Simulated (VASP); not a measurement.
TiSi: single point with r2SCAN

Crystal: TiSi.

```
Ti Si
1.0
     3.62650    0.00000    0.00000
     0.00000    7.61547    0.00000
     0.00000    0.00000    4.16785
Ti Si
4 4
Direct
  0.00000 0.50000 0.05076
  0.50000 0.50000 0.55075
  0.50000 0.00000 0.55075
  0.00000 0.00000 0.05075
  0.00000 0.75000 0.55075
  0.00000 0.25000 0.55075
  0.50000 0.25000 0.05075
  0.50000 0.75000 0.05075
```

```yaml
Program: VASP 6.6.1
Task: single point
Functional: r2SCAN
Potentials_or_basis: VASP PAW PBE potentials, release 64 (Ti_sv, Si)
Cutoff: 520 eV
k_mesh: 12 × 6 × 10
Occupations: gaussian, width 0.15 eV
Spin: no spin polarisation
Dipole_correction: no
Further_INCAR_settings: ALGO = Normal; EDIFF = 1e-06; NBANDS = 42
```

| Quantity | Value |
| --- | --- |
| Pressure | 0.5 GPa |
| Band gap on the k mesh | zero (bands 32 and 33 overlap by 1.23 eV) |

Stress tensor (GPa, compression positive):
```
0.45 0.00 0.00
0.00 0.42 0.00
0.00 0.00 0.56
```

Levels at points of the mesh, in eV from the Fermi level:
```
           k point  band 29  band 30  band 31  band 32  band 33  band 34  band 35  band 36
(0.00, 0.00, 0.00)    -1.38    -1.31    -1.06    -0.89    -0.38     0.59     0.79     1.87
(0.50, 0.00, 0.00)    -2.44    -2.44    -0.36    -0.36    -0.09    -0.09     0.73     0.73
(0.00, 0.50, 0.00)    -1.18    -1.18    -0.20    -0.20     0.55     0.55     0.57     0.57
(0.50, 0.50, 0.00)    -1.65    -1.65    -1.65    -1.65     0.20     0.20     0.20     0.20
(0.00, 0.00, 0.50)    -1.01    -1.01     0.65     0.65     0.70     0.70     0.73     0.73
(0.50, 0.00, 0.50)    -1.89    -1.89    -0.91    -0.91     1.51     1.51     1.94     1.94
(0.00, 0.50, 0.50)    -0.58    -0.58    -0.58    -0.58     0.67     0.67     0.67     0.67
(0.50, 0.50, 0.50)    -1.15    -1.15    -1.15    -1.15     2.01     2.01     2.01     2.01
```

It took 8.8 min on 4 MPI ranks on Intel(R) Xeon(R) Platinum 8488C (Sapphire Rapids), with other jobs on the host, peak memory 0.68 GiB a rank.

Caveat: the PAW data sets were made with another functional, which shifts forces and pressure a little.
